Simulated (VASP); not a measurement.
# CoSi2 in VASP: a series of runs

CoSi2 is run at these levels: PBE; tasks: single point.

All numbers are computed with VASP 6.6.1; they aren't measurements. Logs are shortened: lines on timing, memory, paths and dates and some standing lists are left out, and cuts for length are marked.

## 1. The cell of the first run

It takes space group I4mm (No. 107, tetragonal). Conventional cell: a = 3.790 Å, b = 3.790 Å, c = 5.360 Å, α = 90.00°, β = 90.00°, γ = 90.00°. Within 3.0 Å of Co (site symmetry 4mm) lie 8 Si at 2.26 to 2.39 Å. Within 3.0 Å of Si (site symmetry 2mm) lie 4 Co at 2.26 to 2.39 Å and 6 Si at 2.68 Å.

## 2. Single point, PBE (atoms displaced along a vibrational mode)

Contents of INCAR:

```
SYSTEM = CoSi2
ALGO     = Normal         ! electronic algorithm
EDIFF    = 1E-6           ! SCF threshold, eV
ENCUT    = 520            ! plane-wave cutoff, eV
GGA      = PE             ! functional
ISIF     = 2              ! what is computed and relaxed
ISMEAR   = 0              ! smearing method
LASPH    = .True.         ! aspherical terms in the spheres
LCHARG   = .True.         ! write CHGCAR
LELF     = .True.         ! ELF
LREAL    = .False.        ! projectors in reciprocal space
LVHAR    = .True.       
LWAVE    = .False.        ! write WAVECAR
NBANDS   = 16             ! bands
NELM     = 60             ! most SCF steps
PREC     = Accurate       ! precision mode
SIGMA    = 0.15           ! smearing width, eV
```

Contents of KPOINTS:

```
k-points
0
Gamma
  12 12 12
  0 0 0
```

Contents of POSCAR:

```
CoSi2
1.0
    0.0000000000      2.6801763726      2.6801763726
    2.6801763726      0.0000000000      2.6801763726
    2.6801763726      2.6801763726      0.0000000000
Co Si
1 2
Direct
   -0.0104017627      0.0104017627     -0.0104017627
    0.2609134609      0.2390865391      0.2609134609
    0.7609134609      0.7390865391      0.7609134609
```

Potentials or basis: VASP PAW PBE potentials, release 64 (Co, Si).

The run is started by

```
> cat potpaw_PBE.64/Co/POTCAR potpaw_PBE.64/Si/POTCAR > POTCAR
> mpirun -np 1 vasp_std > vasp.out
```

OUTCAR:

```text
SYSTEM = CoSi2
   EDIFF = 1E-6
   ENCUT = 520
   GGA = PE
   ISIF = 2
   ISMEAR = 0
   LASPH = .True.
   LREAL = .False.
   NELM = 60
   PREC = Accurate

 ion  position               nearest neighbor table
   1  0.990  0.010  0.990-   3 2.26   3 2.26   2 2.26   2 2.26   3 2.39   3 2.39   2 2.39   2 2.39

   2  0.261  0.239  0.261-   1 2.26   1 2.26   1 2.39   1 2.39   3 2.68   3 2.68   3 2.68   3 2.68
                             3 2.68   3 2.68
   3  0.761  0.739  0.761-   1 2.26   1 2.26   1 2.39   1 2.39   2 2.68   2 2.68   2 2.68   2 2.68
                             2 2.68   2 2.68

  LATTYP: Found a face centered cubic cell.
 ALAT       =     5.3603527452

  Lattice vectors:

 A1 = (   0.0000000000,   2.6801763726,   2.6801763726)
 A2 = (   2.6801763726,   0.0000000000,   2.6801763726)
 A3 = (   2.6801763726,   2.6801763726,   0.0000000000)

Analysis of symmetry for initial positions (statically):
=====================================================================
 Subroutine PRICEL returns:
 Original cell was already a primitive cell.

 Routine SETGRP: Setting up the symmetry group for a
 face centered cubic supercell.

 Subroutine GETGRP returns: Found  8 space group operations
 (whereof  8 operations were pure point group operations)
 out of a pool of 48 trial point group operations.

The static configuration has the point symmetry C_4v.

Analysis of symmetry for dynamics (positions and initial velocities):
=====================================================================
 Subroutine PRICEL returns:
 Original cell was already a primitive cell.

 Routine SETGRP: Setting up the symmetry group for a
 face centered cubic supercell.

 Subroutine GETGRP returns: Found  8 space group operations
 (whereof  8 operations were pure point group operations)
 out of a pool of 48 trial point group operations.

The dynamic configuration has the point symmetry C_4v.

 Subroutine INISYM returns: Found  8 space group operations
 (whereof  8 operations are pure point group operations),
 and found     1 'primitive' translations

----------------------------------------------------------------------------------------

                                     Primitive cell

  volume of cell :      38.5053

  direct lattice vectors                    reciprocal lattice vectors
     0.000000000  2.680176373  2.680176373    -0.186554887  0.186554887  0.186554887
     2.680176373  0.000000000  2.680176373     0.186554887 -0.186554887  0.186554887
     2.680176373  2.680176373  0.000000000     0.186554887  0.186554887 -0.186554887

  length of vectors
     3.790341776  3.790341776  3.790341776     0.323122542  0.323122542  0.323122542

  position of ions in fractional coordinates (direct lattice)
     0.989598237  0.010401763  0.989598237
     0.260913461  0.239086539  0.260913461
     0.760913461  0.739086539  0.760913461

  ion indices of the primitive-cell ions
   primitive index   ion index
                 1           1
                 2           2
                 3           3

----------------------------------------------------------------------------------------

 KPOINTS: k-points

Automatic generation of k-mesh.
 Grid dimensions read from file:
 generate k-points for:   12   12   12

 Generating k-lattice:

  Cartesian coordinates                     Fractional coordinates (reciprocal lattice)
    -0.015546241  0.015546241  0.015546241     0.083333333  0.000000000  0.000000000
     0.015546241 -0.015546241  0.015546241     0.000000000  0.083333333  0.000000000
     0.015546241  0.015546241 -0.015546241     0.000000000  0.000000000  0.083333333

  Length of vectors
     0.026926879  0.026926879  0.026926879

  Shift w.r.t. Gamma in fractional coordinates (k-lattice)
     0.000000000  0.000000000  0.000000000

 Subroutine IBZKPT returns following result:
 ===========================================

 Found    163 irreducible k-points:

 Following reciprocal coordinates:
            Coordinates               Weight
  0.000000  0.000000  0.000000      1.000000
  0.083333  0.000000  0.000000      8.000000
  0.166667  0.000000  0.000000      8.000000
  0.250000  0.000000  0.000000      8.000000
  0.333333  0.000000  0.000000      8.000000
  0.416667  0.000000  0.000000      8.000000
[... 16 lines left out ...]
  0.083333  0.000000 -0.333333      8.000000
 -0.250000  0.083333  0.000000     16.000000
 [... further k-points ...]
   k-points           NKPTS =    163   k-points in BZ     NKDIM =    163   number of bands    NBANDS=     16
   number of dos      NEDOS =    301   number of ions     NIONS =      3
   total plane-waves  NPLWV =  21952
   dimension x,y,z NGX =    28 NGY =   28 NGZ =   28
   dimension x,y,z NGXF=    56 NGYF=   56 NGZF=   56
   ions per type =               1   2
   NGX,Y,Z   is equivalent  to a cutoff of  12.28, 12.28, 12.28 a.u.
   NGXF,Y,Z  is equivalent  to a cutoff of  24.56, 24.56, 24.56 a.u.
 SYSTEM =  CoSi2
   PREC   = accura    normal or accurate (medium, high low for compatibility)
   ISTART =      0    job   : 0-new  1-cont  2-samecut
   ICHARG =      2    charge: 1-file 2-atom 10-const
   ISPIN  =      1    spin polarized calculation?
   LNONCOLLINEAR =      F non collinear calculations
   LSORBIT =      F    spin-orbit coupling
   LASPH  =      T    aspherical Exc in radial PAW
   ENCUT  =  520.0 eV  38.22 Ry    6.18 a.u.   7.05  7.05  7.05*2*pi/ulx,y,z
   NELM   =     60;   NELMIN=  2; NELMDL= -5     # of ELM steps
   EDIFF  = 0.1E-05   stopping-criterion for ELM
   LREAL  =      F    real-space projection
   EDIFFG = 0.1E-04   stopping-criterion for IOM
   NSW    =      0    number of steps for IOM
   IBRION =     -1    ionic relax: 0-MD 1-quasi-New 2-CG
   NFREE  =      0    steps in history (QN), initial steepest desc. (CG)
   ISIF   =      2    stress and relaxation
   ISYM   =      2    0-nonsym 1-usesym 2-fastsym
   POTIM  = 0.5000    time-step for ionic-motion
   TEBEG  =    0.0;   TEEND  =   0.0 temperature during run
   PSTRESS=    0.0 pullay stress
   NELECT =      17.0000    total number of electrons
   NUPDOWN=      -1.0000    fix difference up-down
   EMIN   =  10.00;   EMAX   =-10.00  energy-range for DOS
   EFERMI =   0.00;   METHOD = LEGACY
   ISMEAR =     0;   SIGMA  =   0.15  broadening in eV -4-tet -1-fermi 0-gaus
   EFERMI_NEDOS =   21; number of points for ismear=-14 and -15
   IALGO  =     38    algorithm
   IMIX   =      4    mixing-type and parameters
     AMIX     =   0.40;   BMIX     =  1.00
     AMIX_MAG =   1.60;   BMIX_MAG =  1.00
  volume/ion in A,a.u.               =      12.84        86.62
  Fermi-wavevector in a.u.,A,eV,Ry     =   1.246573  2.355682 21.142700  1.553945
  Thomas-Fermi vector in A             =   2.380744
   LORBIT       =      0    0 simple, 1 ext, 2 COOP (PROOUT), +10 PAW based schemes
   GGA     = PE    functional components
   LHFCALC =     F    Hartree Fock is set to
   AEXX    =    0.0000 exact exchange contribution
   IVDW    =     0    specifies the selected vdW correction
   LEPSILON=     F    determine dielectric tensor
   LRPA    =     F    only Hartree local field effects (RPA)
 non-spin polarized calculation
 Gauss-broadening in eV      SIGMA  =   0.15
  energy-cutoff  :      520.00
  volume of cell :       38.51
 maximum number of plane-waves:      1056
   NGX = 15   NGY = 15   NGZ = 15

 number of electron      17.0000000 magnetization

 Free energy of the ion-electron system (eV)
  ---------------------------------------------------
  ext. energy  EPLUGINS =         0.00000000
  ---------------------------------------------------
  free energy    TOTEN  =       -19.22498098 eV

  energy without entropy =      -19.21412445  energy(sigma->0) =      -19.21955271

 E-fermi :  10.0470     XC(G=0): -11.7331

 val. band max:       10.0360768002   @ k =   0.2500   0.0833   0.4167
 cond. band min:      10.0753650446   @ k =   0.0833   0.0000   0.4167
 fundamental gap:      0.0392882444
 Fermi energy:        10.0469782063

 k-point     1 :       0.0000    0.0000    0.0000
  band No.  band energies     occupation
      1      -3.0440      2.00000
      2       5.9660      2.00000
      3       5.9979      2.00000
      4       5.9979      2.00000
      5       8.1327      2.00000
      6       8.1460      2.00000
[... 8 lines left out ...]
     15      15.7397      0.00000
     16      15.7494      0.00000

 k-point     2 :       0.0833    0.0000    0.0000
  band No.  band energies     occupation
      1      -2.9388      2.00000
      2       5.7205      2.00000
      3       6.0189      2.00000
      4       6.0350      2.00000
      5       8.1006      2.00000
      6       8.1147      2.00000
[... 8 lines left out ...]
     15      15.4280      0.00000
     16      15.6295      0.00000

 k-point     3 :       0.1667    0.0000    0.0000
  band No.  band energies     occupation
      1      -2.6250      2.00000
      2       5.0244      2.00000
      3       6.1219      2.00000
      4       6.1369      2.00000
      5       8.0298      2.00000
      6       8.0462      2.00000
[... 8 lines left out ...]
     15      15.6624      0.00000
     16      16.3834      0.00000

 k-point     4 :       0.2500    0.0000    0.0000
  band No.  band energies     occupation
      1      -2.1089      2.00000
      2       4.0427      2.00000
      3       6.2611      2.00000
      4       6.2730      2.00000
      5       7.9865      2.00000
      6       8.0060      2.00000
[... 8 lines left out ...]
     15      16.7373      0.00000
     16      17.5646      0.00000
[... 324 lines left out ...]
 k-point    22 :      -0.3333    0.0833    0.0000
  band No.  band energies     occupation
      1      -1.0395      2.00000
      2       2.5578      2.00000
      3       6.1265      2.00000
      4       6.5714      2.00000
      5       7.8363      2.00000
      6       8.0874      2.00000
[... 8 lines left out ...]
     15      18.2522      0.00000
     16      20.4490      0.00000

 k-point    23 :       0.0833    0.0000   -0.3333
  band No.  band energies     occupation
      1      -1.0393      2.00000
      2       2.5594      2.00000
      3       6.1240      2.00000
      4       6.5755      2.00000
      5       7.8224      2.00000
      6       8.1111      2.00000
[... 8 lines left out ...]
     15      18.2442      0.00000
     16      20.4594      0.00000

 k-point    24 :      -0.2500    0.0833    0.0000
  band No.  band energies     occupation
      1      -1.8030      2.00000
      2       3.6877      2.00000
      3       6.0466      2.00000
      4       6.4733      2.00000
      5       7.7514      2.00000
      6       8.1696      2.00000
[... 8 lines left out ...]
     15      17.1051      0.00000
     16      19.0593      0.00000

 [... further k-points ...]
[... 5 lines left out ...]
  --------------------------------------------------------------------------------------
  -------------------------------------------------------------------------------------
  Total        0.2280259      0.0852793      0.2280259      0.0000000      0.0000000      0.0000000
  in kB        9.4880010      3.5484110      9.4880010      0.0000000      0.0000000      0.0000000
  external PRESSURE =       7.5081377 kB  Pullay stress =       0.0000000 kB

 VOLUME and BASIS-vectors are now :
 -----------------------------------------------------------------------------
  energy-cutoff  :      520.00
  volume of cell :       38.51
      direct lattice vectors                 reciprocal lattice vectors
     0.000000000  2.680176373  2.680176373    -0.186554887  0.186554887  0.186554887
     2.680176373  0.000000000  2.680176373     0.186554887 -0.186554887  0.186554887
     2.680176373  2.680176373  0.000000000     0.186554887  0.186554887 -0.186554887

 POSITION                                       TOTAL-FORCE (eV/Angst)
 -----------------------------------------------------------------------------------
      2.68018      5.30460      2.68018         0.000000      1.328534      0.000000
      1.34009      1.39859      1.34009         0.000000     -0.664267      0.000000
      4.02026      4.07876      4.02026         0.000000     -0.664267      0.000000
 -----------------------------------------------------------------------------------
    total drift:                               -0.000001      0.000043     -0.000001

  FREE ENERGIE OF THE ION-ELECTRON SYSTEM (eV)
  ---------------------------------------------------
  free  energy   TOTEN  =       -19.2249809771 eV

  energy  without entropy=      -19.2141244515  energy(sigma->0) =      -19.21955271
```

Run time: 49 s. Hardware: 1 thread of Intel Xeon Platinum 8488C (Sapphire Rapids), shared host; peak memory 0.23 GiB.

What came out:

| Quantity | Value |
| --- | --- |
| Free energy | -19.2250 eV |
| Pressure | 0.8 GPa |
| Largest force | 1.329 eV/Å |
| Band gap on the k mesh | zero (an odd number of electrons rules out a gap without spin polarisation) |

Forces on the atoms (eV/Å):
```
Co   0.000  1.329  0.000
Si   0.000 -0.664  0.000
Si   0.000 -0.664  0.000
```

Caveat: the cell differs from its parent crystal (atoms displaced along a vibrational mode); an odd number of electrons without spin polarisation forces a metal; a magnetic or distorted state may lie lower.

## 3. Single point, PBE (atoms displaced along a vibrational mode)

Contents of INCAR:

```
ALGO = Normal ; EDIFF = 1E-6
ENCUT = 520 ; GGA = PE
ISIF = 2 ; ISMEAR = 0
LASPH = T ; LCHARG = T
LELF = T ; LREAL = F
LVHAR = T ; LWAVE = F
NBANDS = 16 ; NELM = 80
PREC = Accurate ; SIGMA = 0.15
```

Contents of KPOINTS:

```
k-points
0
Gamma
  12 12 12
```

Contents of POSCAR:

```
CoSi2
1.0
    0.0000000000      2.6801763726      2.6801763726
    2.6801763726      0.0000000000      2.6801763726
    2.6801763726      2.6801763726      0.0000000000
Co Si
1 2
Direct
   -0.0051919909      0.0051919909     -0.0051919909
    0.2554474027      0.2445525973      0.2554474027
    0.7554474027      0.7445525973      0.7554474027
```

Potentials or basis: VASP PAW PBE potentials, release 64 (Co, Si).

The run is started by

```
> cat potpaw_PBE.64/Co/POTCAR potpaw_PBE.64/Si/POTCAR > POTCAR
> mpirun -np 1 vasp_std > vasp.out
```

Wall time 53 s (1 thread of Intel Xeon Platinum 8488C (Sapphire Rapids), shared host); peak memory 0.23 GiB.

Results (log left out):

```
Free energy            : -19.2819 eV
Pressure               : 0.0 GPa
Largest force          : 0.663 eV/Å
Band gap on the k mesh : zero (an odd number of electrons rules out a gap without spin polarisation)
```

Forces on the atoms (eV/Å):
```
Co   0.000  0.663  0.000
Si   0.000 -0.331  0.000
Si   0.000 -0.331  0.000
```

Stress tensor (GPa, compression positive):
```
 0.02  0.00  0.00
 0.00 -0.13  0.00
 0.00  0.00  0.02
```

Levels at points of the mesh, in eV from the Fermi level:
| k point | band 7 | band 8 | band 9 | band 10 | band 11 | band 12 |
| --- | --- | --- | --- | --- | --- | --- |
| (0.00, 0.00, 0.00) | 0.74 | 3.30 | 3.30 | 3.43 | 3.48 | 3.58 |
| (0.50, 0.00, 0.00) | -1.61 | -0.45 | -0.44 | 2.67 | 3.42 | 3.46 |
| (0.50, 0.50, 0.00) | -1.93 | -1.88 | -1.31 | 1.57 | 2.94 | 8.56 |
| (0.50, 0.00, 0.50) | -1.92 | -1.88 | -1.32 | 1.57 | 2.94 | 8.58 |

Caveat: the cell differs from its parent crystal (atoms displaced along a vibrational mode); an odd number of electrons without spin polarisation forces a metal; a magnetic or distorted state may lie lower.

(Part 1 of 2 ends here.)

The gap in the log of VASP goes by the Fermi energy; the results here count the filled bands.